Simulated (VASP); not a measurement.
# HfC (P6_3/mmc) in VASP: notebook, part 2 of 2

VASP 6.6.1.

## (4) Single point, PBE (12.80 Å³/atom)

This run uses another cell than the first one, of 12.80 Å³/atom.

File INCAR:

```
SYSTEM = HfC
PREC = Accurate
ENCUT = 520
EDIFF = 1E-6
ISMEAR = 0
SIGMA = 0.05
LREAL = .FALSE.
LASPH = .TRUE.
NELM = 60
ALGO = Normal
ISIF = 2
LWAVE = .FALSE.
LCHARG = .TRUE.
GGA = PE
LELF = .TRUE.
LVHAR = .TRUE.
NBANDS = 22
```

File KPOINTS:

```
Automatic mesh
0
G
  12 12 8
  0 0 0
```

File POSCAR:

```
HfC
1.0
    3.3499685964      0.0000000000      0.0000000000
   -1.6749842982      2.9011579063      0.0000000000
    0.0000000000      0.0000000000      5.2684511093
Hf C
2 2
Direct
    0.3333333333      0.6666666667      0.2500000000
    0.6666666667      0.3333333333      0.7500000000
    0.0000000000      0.0000000000      0.0000000000
    0.0000000000      0.0000000000      0.5000000000
```

Potentials or basis: VASP PAW PBE potentials, release 64 (Hf_pv, C).

The run is started by

```sh
cat potpaw_PBE.64/Hf_pv/POTCAR potpaw_PBE.64/C/POTCAR > POTCAR
mpirun -np 1 vasp_std > vasp.out
```

OUTCAR:

```text
SYSTEM = HfC
   PREC = Accurate
   ENCUT = 520
   EDIFF = 1E-6
   ISMEAR = 0
   LREAL = .FALSE.
   LASPH = .TRUE.
   NELM = 60
   ISIF = 2
   GGA = PE

 ion  position               nearest neighbor table
   1  0.333  0.667  0.250-   3 2.34   4 2.34   3 2.34   4 2.34   3 2.34   4 2.34   2 3.27   2 3.27
                             2 3.27   2 3.27   2 3.27   2 3.27
   2  0.667  0.333  0.750-   3 2.34   4 2.34   3 2.34   4 2.34   3 2.34   4 2.34   1 3.27   1 3.27
                             1 3.27   1 3.27   1 3.27   1 3.27
   3  0.000  0.000  0.000-   1 2.34   2 2.34   1 2.34   2 2.34   2 2.34   1 2.34
   4  0.000  0.000  0.500-   1 2.34   2 2.34   1 2.34   2 2.34   2 2.34   1 2.34

  LATTYP: Found a hexagonal cell.
 ALAT       =     3.3499685964
 C/A-ratio  =     1.5726867156

  Lattice vectors:

 A1 = (   3.3499685964,   0.0000000000,   0.0000000000)
 A2 = (  -1.6749842982,   2.9011579063,   0.0000000000)
 A3 = (   0.0000000000,   0.0000000000,   5.2684511093)

Analysis of symmetry for initial positions (statically):
=====================================================================
 Subroutine PRICEL returns:
 Original cell was already a primitive cell.

 Routine SETGRP: Setting up the symmetry group for a
 hexagonal supercell.

 Subroutine GETGRP returns: Found 24 space group operations
 (whereof 12 operations were pure point group operations)
 out of a pool of 24 trial point group operations.

The static configuration has the point symmetry D_3d.
 The point group associated with its full space group is D_6h.

Analysis of symmetry for dynamics (positions and initial velocities):
=====================================================================
 Subroutine PRICEL returns:
 Original cell was already a primitive cell.

 Routine SETGRP: Setting up the symmetry group for a
 hexagonal supercell.

 Subroutine GETGRP returns: Found 24 space group operations
 (whereof 12 operations were pure point group operations)
[... 126 lines left out ...]
     AMIX     =   0.40;   BMIX     =  1.00
     AMIX_MAG =   1.60;   BMIX_MAG =  1.00
  volume/ion in A,a.u.               =      12.80        86.38
  Fermi-wavevector in a.u.,A,eV,Ry     =   1.338739  2.529849 24.384652  1.792221
  Thomas-Fermi vector in A             =   2.467186
   LORBIT       =      0    0 simple, 1 ext, 2 COOP (PROOUT), +10 PAW based schemes
   GGA     = PE    functional components
   LHFCALC =     F    Hartree Fock is set to
   AEXX    =    0.0000 exact exchange contribution
   IVDW    =     0    specifies the selected vdW correction
   LEPSILON=     F    determine dielectric tensor
   LRPA    =     F    only Hartree local field effects (RPA)
 non-spin polarized calculation
 Gauss-broadening in eV      SIGMA  =   0.05
  energy-cutoff  :      520.00
  volume of cell :       51.20
 maximum number of plane-waves:      1412
 NGX is ok and might be reduce to    28
   NGX = 13   NGY = 13   NGZ = 19

 number of electron      27.9999999 magnetization

 Free energy of the ion-electron system (eV)
  ---------------------------------------------------
  ext. energy  EPLUGINS =         0.00000000
  ---------------------------------------------------
  free energy    TOTEN  =       -41.29064235 eV

  energy without entropy =      -41.29000616  energy(sigma->0) =      -41.29032426

 E-fermi :   6.3633     XC(G=0): -12.2002

 val. band max:        6.3599094772   @ k =   0.3333   0.2500   0.0000
 cond. band min:       6.3654863099   @ k =   0.0833   0.0833   0.0000
 fundamental gap:      0.0055768327
 Fermi energy:         6.3632716358

 k-point     1 :       0.0000    0.0000    0.0000
  band No.  band energies     occupation
      1     -24.3806      2.00000
      2     -23.8408      2.00000
      3     -23.8408      2.00000
      4     -23.7607      2.00000
      5     -23.7607      2.00000
      6     -23.7006      2.00000
[... 589 lines left out ...]
     21      12.4636      0.00000
     22      13.1217      0.00000

 [... further k-points ...]

------------------------ aborting loop because EDIFF is reached ----------------------------------------

  FORCE on cell =-STRESS in cart. coord.  units (eV):
  Direction    XX          YY          ZZ          XY          YZ          ZX
  --------------------------------------------------------------------------------------
  -------------------------------------------------------------------------------------
  Total       -1.6386090     -1.6386090     -1.6467726      0.0000000      0.0000000     -0.0000000
  in kB      -51.2732523    -51.2732523    -51.5286957      0.0000000      0.0000000     -0.0000000
  external PRESSURE =     -51.3584001 kB  Pullay stress =       0.0000000 kB

 VOLUME and BASIS-vectors are now :
 -----------------------------------------------------------------------------
  energy-cutoff  :      520.00
  volume of cell :       51.20
      direct lattice vectors                 reciprocal lattice vectors
     3.349968596  0.000000000  0.000000000     0.298510261  0.172344980  0.000000000
    -1.674984298  2.901157906  0.000000000     0.000000000  0.344689959  0.000000000
     0.000000000  0.000000000  5.268451109     0.000000000  0.000000000  0.189809107

 POSITION                                       TOTAL-FORCE (eV/Angst)
 -----------------------------------------------------------------------------------
     -0.00000      1.93411      1.31711        -0.000000     -0.000000      0.000000
      1.67498      0.96705      3.95134         0.000000      0.000000      0.000000
      0.00000      0.00000      0.00000        -0.000000      0.000000      0.000000
      0.00000      0.00000      2.63423        -0.000000      0.000000      0.000000
 -----------------------------------------------------------------------------------
    total drift:                               -0.000000      0.000000     -0.000000

  FREE ENERGIE OF THE ION-ELECTRON SYSTEM (eV)
  ---------------------------------------------------
  free  energy   TOTEN  =       -41.2906423500 eV

  energy  without entropy=      -41.2900061645  energy(sigma->0) =      -41.29032426
```

Wall time 92 s (1 thread of Intel Xeon Platinum 8375C at 2.90GHz (Ice Lake), shared host); peak memory 0.24 GiB.

What came out:

* Free energy: -41.2906 eV
* Pressure: -5.1 GPa
* Band gap on the k mesh: zero (bands 14 and 15 overlap by 1.34 eV)

Levels at points of the mesh, in eV from the Fermi level:
```tsv
k point	band 12	band 13	band 14	band 15	band 16	band 17
(0.00, 0.00, 0.00)	-1.26	-1.26	0.91	1.36	1.36	1.87
(0.50, 0.00, 0.00)	-3.41	-1.82	-1.19	1.21	4.16	4.53
(0.00, 0.00, 0.50)	-2.64	-2.64	-2.64	3.79	3.79	3.79
(0.50, 0.00, 0.50)	-3.08	-2.43	-2.43	1.17	1.17	4.59
```

Caveat: the cell stands under tension; spin-orbit coupling is left out, which moves the levels of the heavy elements.

## (5) Single point, PBE (13.05 Å³/atom)

This run uses another cell than the first one, of 13.05 Å³/atom.

File INCAR:

```
PREC = Accurate ; ENCUT = 520
EDIFF = 1E-6 ; ISMEAR = 0
SIGMA = 0.05 ; LREAL = False
LASPH = True ; NELM = 100
ALGO = Normal ; ISIF = 2
LWAVE = False ; LCHARG = True
GGA = PE ; LELF = True
LVHAR = True ; NBANDS = 22
```

File KPOINTS:

```
regular mesh
0
Gamma
  12 12 8
```

File POSCAR:

```
HfC
1.0
    3.3697804186      0.0000000000      0.0000000000
   -1.6848902093      2.9183154477      0.0000000000
    0.0000000000      0.0000000000      5.3087758506
Hf C
2 2
Direct
    0.3333333333      0.6666666667      0.2500000000
    0.6666666667      0.3333333333      0.7500000000
    0.0000000000      0.0000000000      0.0000000000
    0.0000000000      0.0000000000      0.5000000000
```

The run is started by

```sh
cat potpaw_PBE.64/Hf_pv/POTCAR potpaw_PBE.64/C/POTCAR > POTCAR
mpirun -np 1 vasp_std > vasp.out
```

Run time: 99 s. Hardware: 1 thread of Intel Xeon Platinum 8375C at 2.90GHz (Ice Lake), shared host; peak memory 0.24 GiB.

The run converged. Its results:

```
Free energy            : -41.2460 eV
Pressure               : -9.1 GPa
Band gap on the k mesh : zero (bands 14 and 15 overlap by 1.30 eV)
```

Levels at points of the mesh, in eV from the Fermi level:
```csv
k point,band 10,band 11,band 12,band 13,band 14,band 15,band 16,band 17,band 18,band 19
"(0.00, 0.00, 0.00)",-3.02,-3.02,-1.24,-1.24,0.89,1.33,1.33,1.84,1.84,1.99
"(0.50, 0.00, 0.00)",-4.07,-3.41,-3.40,-1.80,-1.20,1.14,4.06,4.41,4.49,5.18
"(0.00, 0.00, 0.50)",-3.19,-2.59,-2.59,-2.59,-2.59,3.70,3.70,3.70,3.70,3.74
"(0.50, 0.00, 0.50)",-4.48,-3.04,-3.04,-2.40,-2.40,1.13,1.13,4.49,4.49,5.05
```

Caveat: the cell stands under tension; spin-orbit coupling is left out, which moves the levels of the heavy elements.

## (6) Overview

```csv
level,potentials or basis,cell,gap on the mesh (eV),pressure (GPa)
PBEsol,"VASP PAW PBE potentials, release 64 (Hf_pv, C)","a = 3.330, b = 3.330, c = 5.227 Å, angles 90.0, 90.0, 120.0°, 4 atoms",none,-7.2
LDA,"VASP PAW LDA potentials, release 64 (Hf_pv, C)","a = 3.330, b = 3.330, c = 5.227 Å, angles 90.0, 90.0, 120.0°, 4 atoms",none,-11.7
PBE,"VASP PAW PBE potentials, release 64 (Hf_pv, C)","a = 3.350, b = 3.350, c = 5.268 Å, angles 90.0, 90.0, 120.0°, 4 atoms",none,-5.1
PBE,"VASP PAW PBE potentials, release 64 (Hf_pv, C)","a = 3.370, b = 3.370, c = 5.309 Å, angles 90.0, 90.0, 120.0°, 4 atoms",none,-9.1
```

Alike in all rows: task single point; no spin polarisation; k mesh 12 × 12 × 8; cutoff (eV) 520; smearing gaussian 0.05 eV.

Caveats: the cell stands under tension; spin-orbit coupling is left out, which moves the levels of the heavy elements; the PAW data sets were made with another functional, which shifts forces and pressure a little (at least some runs).

Total energies depend on the potentials used, so only differences within one code and one set of settings carry meaning.
